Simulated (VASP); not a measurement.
Wanted: the native input for a VASP 6.6.1 run.

| Property | Result |
| --- | --- |
| Task | single point |
| Functional | PBE |
| Potentials or basis | VASP PAW PBE potentials, release 64 (Sn_d, Se) |
| Cutoff | 520 eV |
| k mesh | 6 × 6 × 2 |
| Occupations | gaussian, width 0.01 eV |
| Spin | no spin polarisation |
| Dipole correction | no |
| Further INCAR settings | ALGO = Normal; EDIFF = 1e-07; NBANDS = 20 |

The structure of SnSe2 lies in POSCAR:

```
SnSe2
1.0
    3.8251493298      0.0000000000      0.0000000000
   -1.9125746649      3.3126764929      0.0000000000
    0.0000000000      0.0000000000      6.4761622269
Sn Se
1 2
Direct
    0.0000000000      0.0000000000      0.0000000000
    0.3333333333      0.6666666667      0.2440745064
    0.6666666667      0.3333333333      0.7559254936
```

This cell differs from its parent crystal: uniaxial z strain +4.0%.

These files were run (other wordings do the same):

INCAR

```
PREC = Accurate ; ENCUT = 520
EDIFF = 1E-7 ; ISMEAR = 0
SIGMA = 0.01 ; LREAL = False
LASPH = True ; NELM = 80
ALGO = Normal ; ISIF = 2
LWAVE = False ; LCHARG = True
GGA = PE ; LELF = True
LVHAR = True ; NBANDS = 20
```

KPOINTS

```
regular mesh
0
Gamma
  6 6 2
```

Potentials or basis: VASP PAW PBE potentials, release 64 (Sn_d, Se).

Command:

```console
$ cat potpaw_PBE.64/Sn_d/POTCAR potpaw_PBE.64/Se/POTCAR > POTCAR
$ mpirun -np 1 vasp_std > vasp.out
```

Results of the run:

The pressure is 2.4 GPa and the largest force is 0.256 eV/Å. The band gap on the k mesh is 0.73 eV, indirect (least direct gap 1.24 eV).

Caveat: the k points lie up to 0.49 Å⁻¹ apart; the cell differs from its parent crystal (uniaxial z strain +4.0%); spin-orbit coupling is left out, which moves the levels of the heavy elements; this functional lacks dispersion, which binds the layers, so the pressure and a relaxed spacing across them are unreliable.

It took 26 s on 1 thread of AMD EPYC 9R45 (Zen 5) (shared host), peak memory 0.15 GiB.
